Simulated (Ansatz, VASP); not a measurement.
## PbO in VASP and in Ansatz

```
Pb O
1.0
     4.03402    0.00000    0.00000
     0.00000    4.03402    0.00000
     0.00000    0.00000    5.09733
Pb O
2 2
Direct
  0.00000 0.50000 0.23510
  0.50000 0.00000 0.76490
  0.00000 0.00000 0.00000
  0.50000 0.50000 0.00000
```

Change from the starting cell: strain +0.015 along x and y, +0.015 along z, atoms carried along.

Alike in both runs: task single point; functional PBE; k mesh 8 × 8 × 6; occupations gaussian, width 0.05 eV; no spin polarisation.

|  | VASP | Ansatz |
| --- | --- | --- |
| version | VASP 6.6.1 | Ansatz 0.2.0 |
| potentials or method | VASP PAW PBE potentials, release 64 (Pb_d, O), cutoff 520 eV | scalar-relativistic, plane waves, PAW |
| valence electrons in the cell | 40 | 40 |

|  | VASP | Ansatz | Ansatz less VASP |
| --- | --- | --- | --- |
| gap on the k mesh at the Fermi level (eV) | 1.31 | 1.31 | -0.006 |
| least direct gap on the mesh (eV) | 2.19 | 2.19 | -0.001 |
| pressure (GPa) | 1.1 | 1.0 | -0.06 |
| traceless stress, the component that is largest in VASP (GPa) | -0.22 | -0.20 | +0.018 |
| rms of the force components (eV/Å) | 0.042 | 0.057 | +0.0151 |

Atom by atom the forces differ by 0.015 eV/Å (rms over components).

Spin-orbit coupling is off throughout.
